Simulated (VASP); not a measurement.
A run of VASP 6.6.1:

The input INCAR:

```
ALGO = Normal ; EDIFF = 1E-6
ENCUT = 520 ; GGA = PS
ISIF = 2 ; ISMEAR = 0
LASPH = T ; LCHARG = T
LELF = T ; LREAL = F
LVHAR = T ; LWAVE = F
NBANDS = 12 ; NELM = 60
PREC = Accurate ; SIGMA = 0.1
```

Contents of KPOINTS:

```
k-points
0
Gamma
  16 16 16
```

The input POSCAR:

```
Zr
1.0
   -1.7605274295     -1.7605274295     -1.7605274295
    1.7605274295      1.7605274295     -1.7605274295
    1.7605274295     -1.7605274295      1.7605274295
Zr
1
Direct
    0.0000000000      0.0000000000      0.0000000000
```

Potentials or basis: VASP PAW PBE potentials, release 64 (Zr_sv).

Run with:

```bash
$ cat potpaw_PBE.64/Zr_sv/POTCAR > POTCAR
$ mpirun -np 1 vasp_std > vasp.out
```

Hardware: 1 thread of Intel(R) Xeon(R) Platinum 8488C (Sapphire Rapids) (shared host).

Estimate the wall time of this run.

Wall time 14 s on 1 thread of Intel(R) Xeon(R) Platinum 8488C (Sapphire Rapids) (shared host), peak memory 0.16 GiB. Counts: scf iterations 12, k points 145.
